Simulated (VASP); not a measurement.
# Nb16H (a cell with a defect) in VASP: single point with PBE+D3(BJ)

Aim: the single point of Nb16H (a cell with a defect) with PBE+D3(BJ).

Program: VASP 6.6.1. These are calculated values, not measurements. Logs are shortened: lines on timing, memory, paths and dates and some standing lists are left out, and cuts for length are marked.

## Step 1: The cell of the first run

The cell holds a defect, 17 atoms: a = 6.600 Å, b = 6.600 Å, c = 6.600 Å, α = 90.00°, β = 90.00°, γ = 90.00°.

## Step 2: Single point, PBE+D3(BJ)

INCAR

```
PREC     = Accurate       # precision mode
ENCUT    = 520            # plane-wave cutoff, eV
EDIFF    = 1E-6           # SCF threshold, eV
ISMEAR   = -1             # smearing method
SIGMA    = 0.15           # smearing width, eV
LREAL    = Auto         
LASPH    = T              # aspherical terms in the spheres
NELM     = 60             # most SCF steps
ALGO     = Normal         # electronic algorithm
ISIF     = 2              # what is computed and relaxed
LWAVE    = F              # write WAVECAR
LCHARG   = T              # write CHGCAR
GGA      = PE             # functional
IVDW     = 12             # dispersion correction
LELF     = T              # ELF
LVHAR    = T            
NBANDS   = 118            # bands
```

KPOINTS

```
regular mesh
0
Gamma
  3 3 3
```

POSCAR

```
Nb16H
1.0
    6.6000000000      0.0000000000      0.0000000000
    0.0000000000      6.6000000000      0.0000000000
    0.0000000000      0.0000000000      6.6000000000
Nb H
16 1
Direct
    0.0009928788     -0.0011340909      0.0000936364
    0.4994333333      0.0020813636      0.0000975758
   -0.0021645455      0.5004443939      0.0000887879
    0.0034946970     -0.0037143939      0.5000950000
    0.2500140909      0.2512909091      0.2498175758
    0.4909219697      0.5089962121      0.0000931818
    0.5011224242     -0.0009972727      0.5000987879
    0.7541650000      0.2456390909      0.2633040909
    0.0008022727      0.4986610606      0.5000886364
    0.2479104545      0.7519342424      0.2488587879
    0.2500137879      0.2512959091      0.7503692424
    0.4994215152      0.5004028788      0.5000928788
    0.7485728788      0.7498184848      0.2498278788
    0.7541665152      0.2456442424      0.7368848485
    0.2479107576      0.7519363636      0.7513268182
    0.7485746970      0.7498204545      0.7503598485
    0.6914536364      0.3083316667      0.0000950000
```

Potentials or basis: VASP PAW PBE potentials, release 64 (Nb_sv, H).

Run with:

```
$ cat potpaw_PBE.64/Nb_sv/POTCAR potpaw_PBE.64/H/POTCAR > POTCAR
$ mpirun -np 1 vasp_std > vasp.out
```

OUTCAR:

```text
PREC = Accurate
   ENCUT = 520
   EDIFF = 1E-6
   ISMEAR = -1
   LREAL = Auto
   LASPH = T
   NELM = 60
   ISIF = 2
   GGA = PE
   IVDW = 12
 IVDW          = 12

 ion  position               nearest neighbor table
   1  0.001  0.999  0.000-  15 2.83  10 2.83   5 2.86  11 2.86  16 2.86  13 2.86   8 2.89  14 2.89

   2  0.499  0.002  0.000-   5 2.85  11 2.85  10 2.86  15 2.86  13 2.86  16 2.86   8 2.90  14 2.90

   3  0.998  0.500  0.000-  16 2.85  13 2.85  15 2.86  10 2.86  11 2.86   5 2.86  14 2.90   8 2.90
[... 21 lines left out ...]
  14  0.754  0.246  0.737-  17 1.83   4 2.80   9 2.81   7 2.81  12 2.85   1 2.89   2 2.90   3 2.90
                             6 3.01
  15  0.248  0.752  0.751-   6 2.80   4 2.82   1 2.83   3 2.86   2 2.86   7 2.86   9 2.86  12 2.87

  16  0.749  0.750  0.750-   7 2.85   3 2.85   6 2.85  12 2.85   2 2.86   1 2.86   4 2.86   9 2.87

  17  0.691  0.308  0.000-   8 1.83  14 1.83   6 1.87

  LATTYP: Found a simple cubic cell.
 ALAT       =     6.6000000000

  Lattice vectors:

 A1 = (   6.6000000000,   0.0000000000,   0.0000000000)
 A2 = (   0.0000000000,   6.6000000000,   0.0000000000)
 A3 = (   0.0000000000,   0.0000000000,   6.6000000000)

Analysis of symmetry for initial positions (statically):
=====================================================================
 Subroutine PRICEL returns:
 Original cell was already a primitive cell.

 Routine SETGRP: Setting up the symmetry group for a
 simple cubic supercell.

 Subroutine GETGRP returns: Found  1 space group operations
 (whereof  1 operations were pure point group operations)
 out of a pool of 48 trial point group operations.

The static configuration has the point symmetry C_1 .

Analysis of symmetry for dynamics (positions and initial velocities):
=====================================================================
 Subroutine PRICEL returns:
 Original cell was already a primitive cell.

 Routine SETGRP: Setting up the symmetry group for a
 simple cubic supercell.

 Subroutine GETGRP returns: Found  1 space group operations
 (whereof  1 operations were pure point group operations)
 out of a pool of 48 trial point group operations.

The dynamic configuration has the point symmetry C_1 .

 Subroutine INISYM returns: Found  1 space group operations
 (whereof  1 operations are pure point group operations),
 and found     1 'primitive' translations
[... 116 lines left out ...]
   EDIFFG = 0.1E-04   stopping-criterion for IOM
   NSW    =      0    number of steps for IOM
   IBRION =     -1    ionic relax: 0-MD 1-quasi-New 2-CG
   NFREE  =      0    steps in history (QN), initial steepest desc. (CG)
   ISIF   =      2    stress and relaxation
   ISYM   =      2    0-nonsym 1-usesym 2-fastsym
   POTIM  = 0.5000    time-step for ionic-motion
   TEBEG  =    0.0;   TEEND  =   0.0 temperature during run
   PSTRESS=    0.0 pullay stress
   NELECT =     209.0000    total number of electrons
   NUPDOWN=      -1.0000    fix difference up-down
   EMIN   =  10.00;   EMAX   =-10.00  energy-range for DOS
   EFERMI =   0.00;   METHOD = LEGACY
   ISMEAR =    -1;   SIGMA  =   0.15  broadening in eV -4-tet -1-fermi 0-gaus
   EFERMI_NEDOS =   21; number of points for ismear=-14 and -15
   IALGO  =     38    algorithm
   IMIX   =      4    mixing-type and parameters
     AMIX     =   0.40;   BMIX     =  1.00
     AMIX_MAG =   1.60;   BMIX_MAG =  1.00
  volume/ion in A,a.u.               =      16.91       114.12
  Fermi-wavevector in a.u.,A,eV,Ry     =   1.472018  2.781710 29.481589  2.166836
  Thomas-Fermi vector in A             =   2.587083
   LORBIT       =      0    0 simple, 1 ext, 2 COOP (PROOUT), +10 PAW based schemes
   GGA     = PE    functional components
   LHFCALC =     F    Hartree Fock is set to
   AEXX    =    0.0000 exact exchange contribution
   IVDW    =    12    specifies the selected vdW correction
   LEPSILON=     F    determine dielectric tensor
   LRPA    =     F    only Hartree local field effects (RPA)
 non-spin polarized calculation
  energy-cutoff  :      520.00
  volume of cell :      287.50
 maximum number of plane-waves:      7809
 NGX is ok and might be reduce to    50
   NGX = 25   NGY = 25   NGZ = 25

 number of electron     209.0000017 magnetization

 Free energy of the ion-electron system (eV)
  ---------------------------------------------------
  ext. energy  EPLUGINS =         0.00000000
  ---------------------------------------------------
  free energy    TOTEN  =      -167.87686376 eV

  energy without entropy =     -166.52959959  energy(sigma->0) =     -167.20323167

 E-fermi :  11.3225     XC(G=0): -12.5438

 val. band max:       11.3094738424   @ k =   0.3333   0.3333   0.0000
 cond. band min:      11.3757167219   @ k =  -0.3333   0.3333   0.0000
 fundamental gap:      0.0662428794
 Fermi energy:        11.3225089609

 k-point     1 :       0.0000    0.0000    0.0000
  band No.  band energies     occupation
      1     -43.0888      2.00000
      2     -42.9118      2.00000
      3     -42.8978      2.00000
      4     -42.8884      2.00000
      5     -42.8620      2.00000
      6     -42.8549      2.00000
[... 1655 lines left out ...]
    115      13.6638      0.00000
    116      13.6991      0.00000
 [bands above 116 left out]

------------------------ aborting loop because EDIFF is reached ----------------------------------------

 Edisp (eV)  -12.01397

 E8    (eV) :    -5.8009

  FORCE on cell =-STRESS in cart. coord.  units (eV):
  Direction    XX          YY          ZZ          XY          YZ          ZX
  --------------------------------------------------------------------------------------
  -------------------------------------------------------------------------------------
  Total      -7.77462    -7.77255    -4.57126    -1.07713     0.00007    -0.00026
  in kB     -43.32694   -43.31542   -25.47503    -6.00270     0.00038    -0.00144
  external pressure =      -37.37 kB  Pullay stress =        0.00 kB

 VOLUME and BASIS-vectors are now :
 -----------------------------------------------------------------------------
  energy-cutoff  :      520.00
  volume of cell :      287.50
      direct lattice vectors                 reciprocal lattice vectors
     6.600000000  0.000000000  0.000000000     0.151515152  0.000000000  0.000000000
     0.000000000  6.600000000  0.000000000     0.000000000  0.151515152  0.000000000
     0.000000000  0.000000000  6.600000000     0.000000000  0.000000000  0.151515152

 POSITION                                       TOTAL-FORCE (eV/Angst)
 -----------------------------------------------------------------------------------
      0.00655      6.59252      0.00062        -0.001276      0.001423     -0.000130
      3.29626      0.01374      0.00064        -0.005996     -0.011378     -0.000267
      6.58571      3.30293      0.00059         0.008436      0.003906      0.000209
      0.02307      6.57549      3.30063         0.003436     -0.001336     -0.000044
      1.65009      1.65852      1.64880         0.001475      0.002579      0.004590
      3.24009      3.35937      0.00061         0.010635     -0.012852     -0.000283
[... 9 lines left out ...]
      4.94059      4.94881      4.95238        -0.003521     -0.001541     -0.003603
      4.56359      2.03499      0.00063        -0.010109      0.009250      0.000033
 -----------------------------------------------------------------------------------
    total drift:                                0.003708     -0.002686     -0.000845

  FREE ENERGIE OF THE ION-ELECTRON SYSTEM (eV)
  ---------------------------------------------------
  free  energy   TOTEN  =      -179.8908380950 eV

  energy  without entropy=     -178.5435739263  energy(sigma->0) =     -179.21720601
```

stdout:

```text
POSCAR found type information on POSCAR NbH
 POSCAR found :  2 types and      17 ions
 scaLAPACK will be used
 LDA part: xc-table for (Slater+PW92), standard interpolation
 POSCAR, INCAR and KPOINTS ok, starting setup
 FFT: planning ... GRIDC
 FFT: planning ... GRID_SOFT
 FFT: planning ... GRID
 WAVECAR not read
 entering main loop
```

Run time: 38 min. Hardware: 1 thread of Intel Xeon 8259CL, shared host; peak memory 0.54 GiB.

Results:

```
Free energy                : -179.8908 eV
Pressure                   : -3.7 GPa
Largest force              : 0.019 eV/Å
Band gap on the k mesh     : zero (an odd number of electrons rules out a gap without spin polarisation)
Dispersion energy per atom : -0.707 eV
```

Forces on the atoms (eV/Å):
```
Nb  -0.001  0.001  0.000
Nb  -0.006 -0.011  0.000
Nb   0.008  0.004  0.000
Nb   0.003 -0.001  0.000
Nb   0.001  0.003  0.005
Nb   0.011 -0.013  0.000
Nb   0.010  0.012  0.000
Nb   0.001  0.001  0.019
Nb  -0.011 -0.009  0.000
Nb  -0.002  0.002 -0.011
Nb   0.002  0.003 -0.004
Nb   0.001 -0.001  0.000
Nb  -0.003 -0.002  0.004
Nb   0.001  0.001 -0.019
Nb  -0.002  0.002  0.011
Nb  -0.004 -0.002 -0.004
H   -0.010  0.009  0.000
```

The gap in the log of VASP goes by the Fermi energy; the results here count the filled bands.